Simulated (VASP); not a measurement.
# KI (P4/mmm) in VASP: notebook

KI is run at these levels: PBEsol; tasks: single point.

Everything below comes from runs of VASP 6.6.1. Logs are shortened: lines on timing, memory, paths and dates and some standing lists are left out, and cuts for length are marked.

## 1. The cell of the first run

The structure is tetragonal, space group P4/mmm (No. 123). Conventional cell: a = 3.948 Å, b = 3.948 Å, c = 4.291 Å, α = 90.00°, β = 90.00°, γ = 90.00°. Within 4.6 Å of K (site symmetry 4/mmm) lie 8 I at 3.52 Å and 6 K at 3.95 to 4.29 Å. Within 4.6 Å of I (site symmetry 4/mmm) lie 8 K at 3.52 Å and 6 I at 3.95 to 4.29 Å.

## 2. Single point, PBEsol (strain -0.080 along x and y, +0.000 along z)

INCAR

```
ALGO = Normal ; EDIFF = 1E-7
ENCUT = 520 ; GGA = PS
ISIF = 2 ; ISMEAR = 0
LASPH = T ; LCHARG = F
LREAL = F ; LWAVE = F
NBANDS = 15 ; NELM = 60
PREC = Accurate ; SIGMA = 0.05
```

KPOINTS

```
k-points
0
Gamma
  6 6 6
```

POSCAR

```
KI
1.0
    3.9479009272      0.0000000000      0.0000000000
    0.0000000000      3.9479009272      0.0000000000
    0.0000000000      0.0000000000      4.2911966600
K I
1 1
Direct
    0.0000000000      0.0000000000      0.0000000000
    0.5000000000      0.5000000000      0.5000000000
```

Potentials or basis: VASP PAW PBE potentials, release 64 (K_sv, I).

Command:

```bash
> cat potpaw_PBE.64/K_sv/POTCAR potpaw_PBE.64/I/POTCAR > POTCAR
> mpirun -np 1 vasp_std > vasp.out
```

OUTCAR:

```text
EDIFF = 1E-7
   ENCUT = 520
   GGA = PS
   ISIF = 2
   ISMEAR = 0
   LASPH = T
   LREAL = F
   NELM = 60
   PREC = Accurate

 ion  position               nearest neighbor table
   1  0.000  0.000  0.000-   2 3.52   2 3.52   2 3.52   2 3.52   2 3.52   2 3.52   2 3.52   2 3.52

   2  0.500  0.500  0.500-   1 3.52   1 3.52   1 3.52   1 3.52   1 3.52   1 3.52   1 3.52   1 3.52

  LATTYP: Found a simple tetragonal cell.
 ALAT       =     3.9479009272
 C/A-ratio  =     1.0869565217

  Lattice vectors:

 A1 = (   3.9479009272,   0.0000000000,   0.0000000000)
 A2 = (   0.0000000000,   3.9479009272,   0.0000000000)
 A3 = (   0.0000000000,   0.0000000000,   4.2911966600)

Analysis of symmetry for initial positions (statically):
=====================================================================
 Subroutine PRICEL returns:
 Original cell was already a primitive cell.

 Routine SETGRP: Setting up the symmetry group for a
 simple tetragonal supercell.

 Subroutine GETGRP returns: Found 16 space group operations
 (whereof 16 operations were pure point group operations)
 out of a pool of 16 trial point group operations.

The static configuration has the point symmetry D_4h.

Analysis of symmetry for dynamics (positions and initial velocities):
=====================================================================
 Subroutine PRICEL returns:
 Original cell was already a primitive cell.

 Routine SETGRP: Setting up the symmetry group for a
 simple tetragonal supercell.

 Subroutine GETGRP returns: Found 16 space group operations
 (whereof 16 operations were pure point group operations)
 out of a pool of 16 trial point group operations.

The dynamic configuration has the point symmetry D_4h.

 Subroutine INISYM returns: Found 16 space group operations
 (whereof 16 operations are pure point group operations),
 and found     1 'primitive' translations

----------------------------------------------------------------------------------------

                                     Primitive cell

  volume of cell :      66.8823

  direct lattice vectors                    reciprocal lattice vectors
     3.947900927  0.000000000  0.000000000     0.253299163  0.000000000  0.000000000
     0.000000000  3.947900927  0.000000000     0.000000000  0.253299163  0.000000000
     0.000000000  0.000000000  4.291196660     0.000000000  0.000000000  0.233035230

  length of vectors
     3.947900927  3.947900927  4.291196660     0.253299163  0.253299163  0.233035230

  position of ions in fractional coordinates (direct lattice)
     0.000000000  0.000000000  0.000000000
     0.500000000  0.500000000  0.500000000

  ion indices of the primitive-cell ions
   primitive index   ion index
                 1           1
                 2           2

----------------------------------------------------------------------------------------

 KPOINTS: k-points

Automatic generation of k-mesh.
 Grid dimensions read from file:
 generate k-points for:    6    6    6

 Generating k-lattice:

  Cartesian coordinates                     Fractional coordinates (reciprocal lattice)
     0.042216527  0.000000000  0.000000000     0.166666667  0.000000000  0.000000000
     0.000000000  0.042216527  0.000000000     0.000000000  0.166666667  0.000000000
     0.000000000  0.000000000  0.038839205     0.000000000  0.000000000  0.166666667

  Length of vectors
     0.042216527  0.042216527  0.038839205

  Shift w.r.t. Gamma in fractional coordinates (k-lattice)
     0.000000000  0.000000000  0.000000000

 Subroutine IBZKPT returns following result:
 ===========================================

 Found     40 irreducible k-points:

 Following reciprocal coordinates:
            Coordinates               Weight
  0.000000  0.000000  0.000000      1.000000
  0.166667  0.000000  0.000000      4.000000
  0.333333  0.000000  0.000000      4.000000
  0.500000  0.000000  0.000000      2.000000
  0.166667  0.166667  0.000000      4.000000
  0.333333  0.166667  0.000000      8.000000
[... 16 lines left out ...]
  0.333333  0.000000  0.333333      8.000000
  0.500000  0.000000  0.333333      4.000000
 [... further k-points ...]
   k-points           NKPTS =     40   k-points in BZ     NKDIM =     40   number of bands    NBANDS=     15
   number of dos      NEDOS =    301   number of ions     NIONS =      2
   total plane-waves  NPLWV =  28800
   dimension x,y,z NGX =    30 NGY =   30 NGZ =   32
   dimension x,y,z NGXF=    60 NGYF=   60 NGZF=   64
   ions per type =               1   1
   NGX,Y,Z   is equivalent  to a cutoff of  12.63, 12.63, 12.40 a.u.
   NGXF,Y,Z  is equivalent  to a cutoff of  25.27, 25.27, 24.79 a.u.
 SYSTEM =  unknown system
   PREC   = accura    normal or accurate (medium, high low for compatibility)
   ISTART =      0    job   : 0-new  1-cont  2-samecut
   ICHARG =      2    charge: 1-file 2-atom 10-const
   ISPIN  =      1    spin polarized calculation?
   LNONCOLLINEAR =      F non collinear calculations
   LSORBIT =      F    spin-orbit coupling
   LASPH  =      T    aspherical Exc in radial PAW
   ENCUT  =  520.0 eV  38.22 Ry    6.18 a.u.   7.34  7.34  7.98*2*pi/ulx,y,z
   NELM   =     60;   NELMIN=  2; NELMDL= -5     # of ELM steps
   EDIFF  = 0.1E-06   stopping-criterion for ELM
   LREAL  =      F    real-space projection
   EDIFFG = 0.1E-05   stopping-criterion for IOM
   NSW    =      0    number of steps for IOM
   IBRION =     -1    ionic relax: 0-MD 1-quasi-New 2-CG
   NFREE  =      0    steps in history (QN), initial steepest desc. (CG)
   ISIF   =      2    stress and relaxation
   ISYM   =      2    0-nonsym 1-usesym 2-fastsym
   POTIM  = 0.5000    time-step for ionic-motion
   TEBEG  =    0.0;   TEEND  =   0.0 temperature during run
   PSTRESS=    0.0 pullay stress
   NELECT =      16.0000    total number of electrons
   NUPDOWN=      -1.0000    fix difference up-down
   EMIN   =  10.00;   EMAX   =-10.00  energy-range for DOS
   EFERMI =   0.00;   METHOD = LEGACY
   ISMEAR =     0;   SIGMA  =   0.05  broadening in eV -4-tet -1-fermi 0-gaus
   EFERMI_NEDOS =   21; number of points for ismear=-14 and -15
   IALGO  =     38    algorithm
   IMIX   =      4    mixing-type and parameters
     AMIX     =   0.40;   BMIX     =  1.00
     AMIX_MAG =   1.60;   BMIX_MAG =  1.00
  volume/ion in A,a.u.               =      33.44       225.67
  Fermi-wavevector in a.u.,A,eV,Ry     =   1.016275  1.920481 14.052296  1.032815
  Thomas-Fermi vector in A             =   2.149609
   LORBIT       =      0    0 simple, 1 ext, 2 COOP (PROOUT), +10 PAW based schemes
   GGA     = PS    functional components
   LHFCALC =     F    Hartree Fock is set to
   AEXX    =    0.0000 exact exchange contribution
   IVDW    =     0    specifies the selected vdW correction
   LEPSILON=     F    determine dielectric tensor
   LRPA    =     F    only Hartree local field effects (RPA)
 non-spin polarized calculation
 Gauss-broadening in eV      SIGMA  =   0.05
  energy-cutoff  :      520.00
  volume of cell :       66.88
 maximum number of plane-waves:      1826
 NGX is ok and might be reduce to    30
   NGX = 15   NGY = 15   NGZ = 15

 number of electron      15.9999998 magnetization

 Free energy of the ion-electron system (eV)
  ---------------------------------------------------
  ext. energy  EPLUGINS =         0.00000000
  ---------------------------------------------------
  free energy    TOTEN  =        -5.62858893 eV

  energy without entropy =       -5.62858893  energy(sigma->0) =       -5.62858893

 E-fermi :   2.4915     XC(G=0):  -8.5887

 val. band max:        2.2272704399   @ k =   0.5000   0.0000   0.5000
 cond. band min:       5.4244773124   @ k =   0.0000   0.0000   0.0000
 fundamental gap:      3.1972068725
 Fermi energy:         2.4914783653

 k-point     1 :       0.0000    0.0000    0.0000
  band No.  band energies     occupation
      1     -27.1351      2.00000
      2     -10.6689      2.00000
      3     -10.6438      2.00000
      4     -10.6438      2.00000
      5      -9.7062      2.00000
      6       1.1138      2.00000
      7       1.7892      2.00000
      8       1.7892      2.00000
      9       5.4245      0.00000
     10       6.2885      0.00000
     11       6.4508      0.00000
     12      10.3353      0.00000
     13      10.3353      0.00000
     14      10.9429      0.00000
     15      12.3581      0.00000

 k-point     2 :       0.1667    0.0000    0.0000
  band No.  band energies     occupation
      1     -27.1314      2.00000
      2     -10.7774      2.00000
      3     -10.6604      2.00000
      4     -10.6371      2.00000
      5      -9.5228      2.00000
      6       0.8126      2.00000
      7       1.1318      2.00000
      8       1.8216      2.00000
      9       5.8494      0.00000
     10       6.6403      0.00000
     11       7.5614      0.00000
     12      10.1468      0.00000
     13      10.4782      0.00000
     14      10.7361      0.00000
     15      11.7843      0.00000

 k-point     3 :       0.3333    0.0000    0.0000
  band No.  band energies     occupation
      1     -27.1240      2.00000
      2     -10.9792      2.00000
      3     -10.6433      2.00000
      4     -10.6237      2.00000
      5      -9.2032      2.00000
      6      -0.5073      2.00000
      7       1.1664      2.00000
      8       1.8865      2.00000
      9       6.7541      0.00000
     10       7.3961      0.00000
     11       9.2901      0.00000
     12      10.0246      0.00000
     13      10.1039      0.00000
     14      10.5843      0.00000
     15      10.8248      0.00000
[... 343 lines left out ...]
 k-point    23 :       0.3333    0.0000    0.3333
  band No.  band energies     occupation
      1     -27.1200      2.00000
      2     -10.8737      2.00000
      3     -10.7614      2.00000
      4     -10.6159      2.00000
      5      -9.1818      2.00000
      6      -0.1993      2.00000
      7       0.0899      2.00000
      8       2.0422      2.00000
      9       6.5379      0.00000
     10       7.8378      0.00000
     11       9.2289      0.00000
     12       9.7367      0.00000
     13       9.9530      0.00000
     14      10.4172      0.00000
     15      11.6791      0.00000

 k-point    24 :       0.5000    0.0000    0.3333
  band No.  band energies     occupation
      1     -27.1164      2.00000
      2     -10.9131      2.00000
      3     -10.7266      2.00000
      4     -10.6103      2.00000
      5      -9.1551      2.00000
      6      -0.5617      2.00000
      7       0.2102      2.00000
      8       2.1441      2.00000
      9       6.0567      0.00000
     10       7.9587      0.00000
     11       9.2221      0.00000
     12       9.2385      0.00000
     13      10.1477      0.00000
     14      11.0329      0.00000
     15      11.8647      0.00000

 [... further k-points ...]
[... 5 lines left out ...]
  --------------------------------------------------------------------------------------
  -------------------------------------------------------------------------------------
  Total        1.5192770      1.5192770      0.2105617      0.0000000      0.0000000     -0.0000000
  in kB       36.3945725     36.3945725      5.0440461      0.0000000      0.0000000     -0.0000000
  external PRESSURE =      25.9443971 kB  Pullay stress =       0.0000000 kB

 VOLUME and BASIS-vectors are now :
 -----------------------------------------------------------------------------
  energy-cutoff  :      520.00
  volume of cell :       66.88
      direct lattice vectors                 reciprocal lattice vectors
     3.947900927  0.000000000  0.000000000     0.253299163  0.000000000  0.000000000
     0.000000000  3.947900927  0.000000000     0.000000000  0.253299163  0.000000000
     0.000000000  0.000000000  4.291196660     0.000000000  0.000000000  0.233035230

 POSITION                                       TOTAL-FORCE (eV/Angst)
 -----------------------------------------------------------------------------------
      0.00000      0.00000      0.00000         0.000000      0.000000      0.000000
      1.97395      1.97395      2.14560         0.000000      0.000000      0.000000
 -----------------------------------------------------------------------------------
    total drift:                               -0.000000     -0.000000     -0.000000

  FREE ENERGIE OF THE ION-ELECTRON SYSTEM (eV)
  ---------------------------------------------------
  free  energy   TOTEN  =        -5.6285889286 eV

  energy  without entropy=       -5.6285889286  energy(sigma->0) =       -5.62858893
```

Run time: 29 s. Hardware: 1 thread of AMD EPYC 9R45 (Zen 5), shared host; peak memory 0.16 GiB.

Results:

| Quantity | Value |
| --- | --- |
| Free energy | -5.6286 eV |
| Pressure | 2.6 GPa |
| Band gap on the k mesh | 3.20 eV, indirect (least direct gap 3.32 eV) |

Stress tensor (GPa, compression positive):
```
3.64 0.00 0.00
0.00 3.64 0.00
0.00 0.00 0.50
```

Levels at points of the mesh, in eV from the valence-band top:
```
           k point  band 6  band 7  band 8  band 9  band 10  band 11
(0.00, 0.00, 0.00)   -1.11   -0.44   -0.44    3.20     4.06     4.22
(0.50, 0.00, 0.00)   -3.27   -1.04   -0.31    5.44     5.61     6.71
(0.50, 0.50, 0.00)   -2.43   -2.43   -0.52    3.44     4.94     5.89
(0.00, 0.00, 0.50)   -3.18   -0.47   -0.47    5.57     5.65     6.62
(0.50, 0.00, 0.50)   -2.60   -2.27    0.00    3.32     5.63     6.61
(0.50, 0.50, 0.50)   -2.55   -2.55   -2.29    5.19     5.46     5.46
```

Caveat: the cell differs from its parent crystal (strain -0.080 along x and y, +0.000 along z); the PAW data sets were made with another functional, which shifts forces and pressure a little; spin-orbit coupling is left out, which moves the levels of the heavy elements. A k mesh can miss the band edges.

## 3. Single point, PBEsol (strain -0.080 along x and y, +0.040 along z)

INCAR

```
SYSTEM = KI
  PREC = Accurate
  ENCUT = 520
  EDIFF = 1E-7
  ISMEAR = 0
  SIGMA = 0.05
  LREAL = .FALSE.
  LASPH = .TRUE.
  NELM = 80
  ALGO = Normal
  ISIF = 2
  LWAVE = .FALSE.
  LCHARG = .FALSE.
  GGA = PS
  NBANDS = 15
```

KPOINTS

```
Automatic mesh
0
G
  6 6 6
  0 0 0
```

POSCAR, as its differences from that of step 2:

```diff
@@ -4,3 +4,3 @@
     0.0000000000      3.9479009272      0.0000000000
-    0.0000000000      0.0000000000      4.2911966600
+    0.0000000000      0.0000000000      4.4628445264
 K I
```

Potentials or basis: VASP PAW PBE potentials, release 64 (K_sv, I).

Command:

```bash
> cat potpaw_PBE.64/K_sv/POTCAR potpaw_PBE.64/I/POTCAR > POTCAR
> mpirun -np 1 vasp_std > vasp.out
```

Wall time 36 s (1 thread of AMD EPYC 9R45 (Zen 5), shared host); peak memory 0.16 GiB.

The run converged. Its results:

- Free energy: -5.6230 eV
- Pressure: 1.7 GPa
- Band gap on the k mesh: 2.85 eV, indirect (least direct gap 3.24 eV)

Stress tensor (GPa, compression positive):
```
 3.13  0.00  0.00
 0.00  3.13  0.00
 0.00  0.00 -1.15
```

Levels at points of the mesh, in eV from the valence-band top:
| k point | band 5 | band 6 | band 7 | band 8 | band 9 | band 10 | band 11 | band 12 |
| --- | --- | --- | --- | --- | --- | --- | --- | --- |
| (0.00, 0.00, 0.00) | -11.91 | -1.34 | -0.41 | -0.41 | 2.85 | 4.10 | 4.31 | 7.91 |
| (0.50, 0.00, 0.00) | -11.33 | -3.22 | -1.24 | -0.24 | 5.13 | 5.50 | 6.75 | 7.46 |
| (0.50, 0.50, 0.00) | -11.24 | -2.41 | -2.41 | -0.71 | 3.44 | 4.65 | 5.63 | 5.63 |
| (0.00, 0.00, 0.50) | -11.46 | -3.12 | -0.45 | -0.45 | 5.48 | 5.49 | 6.61 | 6.68 |
| (0.50, 0.00, 0.50) | -11.45 | -2.66 | -2.22 | 0.00 | 3.24 | 5.60 | 6.62 | 6.84 |
| (0.50, 0.50, 0.50) | -11.10 | -2.53 | -2.53 | -2.18 | 5.02 | 5.36 | 5.36 | 8.22 |

Caveat: the cell differs from its parent crystal (strain -0.080 along x and y, +0.040 along z); the PAW data sets were made with another functional, which shifts forces and pressure a little; spin-orbit coupling is left out, which moves the levels of the heavy elements.

(Part 1 of 2 ends here.)
